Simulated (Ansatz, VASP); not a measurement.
## ZnO: VASP beside Ansatz

INCAR

```
SYSTEM = ZnO
  PREC = Accurate
  ENCUT = 600
  EDIFF = 1E-6
  ISMEAR = -1
  SIGMA = 0.02
  LREAL = .False.
  LASPH = .True.
  NELM = 120
  ALGO = Normal
  ISIF = 2
  LWAVE = .False.
  LCHARG = .False.
  GGA = PE
  NBANDS = 26
  GGA_COMPAT = .False.
```

Contents of KPOINTS:

```
regular mesh
0
Gamma
  5 5 3
  0 0 0
```

Contents of POSCAR:

```
ZnO
1.0
    3.2493080000      0.0000000000      0.0000000000
   -1.6246540000      2.8139832700      0.0000000000
    0.0000000000      0.0000000000      5.2057090000
Zn O
2 2
Direct
    0.3333333339      0.6666666679      0.5000000000
    0.6666666661      0.3333333321      0.0000000000
    0.6666666661      0.3333333321      0.3790100004
    0.3333333339      0.6666666679      0.8790100004
```

Input for Ansatz:

```yaml
crystal:
  lattice:
    - [3.249308, 0.0, 0.0]
    - [-1.624654, 2.81398327, 0.0]
    - [0.0, 0.0, 5.205709]
  atoms:
    - { symbol: Zn, position: [0.33333333392561354, 0.6666666678512271, 0.5] }
    - { symbol: Zn, position: [0.6666666660743864, 0.33333333214877287, 0.0] }
    - { symbol: O, position: [0.6666666660743864, 0.33333333214877287, 0.3790100003669049] }
    - { symbol: O, position: [0.33333333392561354, 0.6666666678512271, 0.879010000366905] }
kpoints:
  mp_grid:
    grid: [5, 5, 3]
hamiltonian:
  xc: pbe
scf:
  occupations:
    method: fermi_dirac
    width: 0.02
output:
  eigenvalues: true
```

Alike in both runs: task single point; functional PBE; k mesh 5 × 5 × 3; occupations fermi-dirac, width 0.02 eV; no spin polarisation.

|  | VASP | Ansatz |
| --- | --- | --- |
| version | VASP 6.6.1 | Ansatz 0.2.0 |
| potentials or method | VASP PAW PBE potentials, release 64 (Zn, O) | plane waves, PAW |
| plane-wave cutoff (eV) | 600 | 420 |
| valence electrons in the cell | 36 | 36 |

```tsv
	VASP	Ansatz	Ansatz less VASP
gap on the k mesh at the Fermi level (eV)	0.79	0.80	+0.014
```

The k mesh is coarse, so the values compare programs but aren't converged.
